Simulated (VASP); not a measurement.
**Ba3Ti2O8: single point with r2SCAN**

Ba3Ti2O8:

```
Ba Ti O
1.0
     2.09745   -2.23825   -4.81044
     0.00000    3.06742   -4.81044
     5.66183    2.23825    4.81044
Ba Ti O
3 2 8
Direct
  0.00000 0.00000 0.00000
  0.20525 0.20525 0.61575
  0.79475 0.79475 0.38425
  0.40758 0.40758 0.22274
  0.59242 0.59242 0.77726
  0.32780 0.32780 0.98340
  0.67220 0.67220 0.01660
  0.27350 0.27350 0.30360
  0.75660 0.27350 0.30360
  0.27350 0.75660 0.30360
  0.72650 0.72650 0.69640
  0.72650 0.24340 0.69640
  0.24340 0.72650 0.69640
```

```
Program                : VASP 6.6.1
Task                   : single point
Functional             : r2SCAN
Potentials or basis    : VASP PAW PBE potentials, release 64 (Ba_sv, Ti_sv, O)
Cutoff                 : 520 eV
k mesh                 : 7 × 7 × 7
Occupations            : fermi-dirac, width 0.1 eV
Spin                   : no spin polarisation
Dipole correction      : no
Further INCAR settings : ALGO = Normal; EDIFF = 1e-07; NBANDS = 63
```

```
Pressure               : 22.2 GPa
Largest force          : 4.936 eV/Å
Band gap on the k mesh : zero (bands 51 and 52 overlap by 0.16 eV)
```

Forces in eV/Å, atoms in the order of the input:
```
Ba   0.000  0.000  0.000
Ba  -0.335 -0.132 -0.084
Ba   0.335  0.132  0.084
Ti   0.131  0.052  0.033
Ti  -0.131 -0.052 -0.033
O   -4.469 -1.767 -1.127
O    4.469  1.767  1.127
O    0.568  0.224  4.846
O    3.483 -2.887 -1.841
O    0.568  4.488 -1.841
O   -0.568 -0.224 -4.846
O   -0.568 -4.488  1.841
O   -3.483  2.887  1.841
```

Stress tensor (GPa, compression positive):
```
22.64  0.27  0.17
 0.27 22.07  0.07
 0.17  0.07 22.01
```

Levels at points of the mesh, in eV from the Fermi level:
```csv
k point,band 50,band 51,band 52,band 53,band 54,band 55
"(0.00, 0.00, 0.00)",-0.21,-0.21,0.00,6.44,6.49,6.49
```

It took 69 min on 1 thread of Oxide Virtual Turin-like Processor (shared host), peak memory 0.63 GiB.

Caveat: the cell stands under pressure; the PAW data sets were made with another functional, which shifts forces and pressure a little; spin-orbit coupling is left out, which moves the levels of the heavy elements; semilocal functionals often make such compounds metallic where correlation or magnetic order opens a gap, which also shifts bond lengths.
